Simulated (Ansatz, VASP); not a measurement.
One calculation of Au, two programs

INCAR

```
  PREC = Accurate
  ENCUT = 520
  EDIFF = 1E-6
  ISMEAR = 0
  SIGMA = 0.1
  LREAL = F
  LASPH = T
  NELM = 80
  ALGO = Fast
  ISIF = 2
  LWAVE = F
  LCHARG = F
  GGA = CA
  NBANDS = 24
```

Contents of KPOINTS:

```
regular mesh
0
Gamma
  12 12 12
```

POSCAR

```
Au
1.0
    3.9819548375      0.0000000000      0.0000000000
    0.0000000000      3.9819548375      0.0000000000
    0.0000000000      0.0000000000      3.9819548375
Au
3
Direct
    0.5000000000      0.0000000000      0.0000000000
    0.0000000000      0.5000000000      0.0000000000
    0.0000000000      0.0000000000      0.5000000000
```

Input for Ansatz:

```yaml
crystal:
  lattice:
    - [3.9819548375, 0.0, 0.0]
    - [0.0, 3.9819548375, 0.0]
    - [0.0, 0.0, 3.9819548375]
  atoms:
    - { symbol: Au, position: [0.5, 0.0, 0.0] }
    - { symbol: Au, position: [0.0, 0.5, 0.0] }
    - { symbol: Au, position: [0.0, 0.0, 0.5] }
basis:
  ecutwfc: 420
kpoints:
  mp_grid: { grid: [12, 12, 12] }
  band_path:
    path:
      - [[0.0, 0.0, 0.0], [0.0, 0.5, 0.0], [0.5, 0.5, 0.0], [0.0, 0.0, 0.0], [0.5, 0.5, 0.5], [0.0, 0.5, 0.0]]
      - [[0.5, 0.5, 0.5], [0.5, 0.5, 0.0]]
    npoints: 14
hamiltonian:
  xc: lda
scf:
  occupations: { method: gaussian, width: 0.1 }
  n_extra_bands: 7
output:
  forces: true
  stress: true
  eigenvalues: true
  populations: true
  dos: { projected: true, de: 0.02, nscf_kmesh: { grid: [15, 15, 15] } }
  bader: true
  write_density: true
  write_potential: true
  elf: true
  volumetric_format: npy
```

Alike in both runs: task single point; functional LDA; k mesh 12 × 12 × 12; occupations gaussian, width 0.1 eV; no spin polarisation.

|  | VASP | Ansatz |
| --- | --- | --- |
| version | VASP 6.6.1 | Ansatz 0.2.0 |
| potentials or method | VASP PAW LDA potentials, release 64 (Au), cutoff 520 eV | scalar-relativistic, plane waves, PAW |
| valence electrons in the cell | 33 | 57 |

```tsv
	VASP	Ansatz	Ansatz less VASP
gap on the k mesh at the Fermi level (eV)	none	none	-
pressure (GPa)	-9.8	-10.1	-0.33
```

LDA's correlation is that of Perdew and Zunger in VASP and of Perdew and Wang (1992) in Ansatz. A gap of «none» marks a metal or a gap that the smearing closes. VASP's potentials hold 33 valence electrons a cell and Ansatz's 57, so a difference there can come from the potentials and not from the codes.

Neither program's run includes spin-orbit coupling.
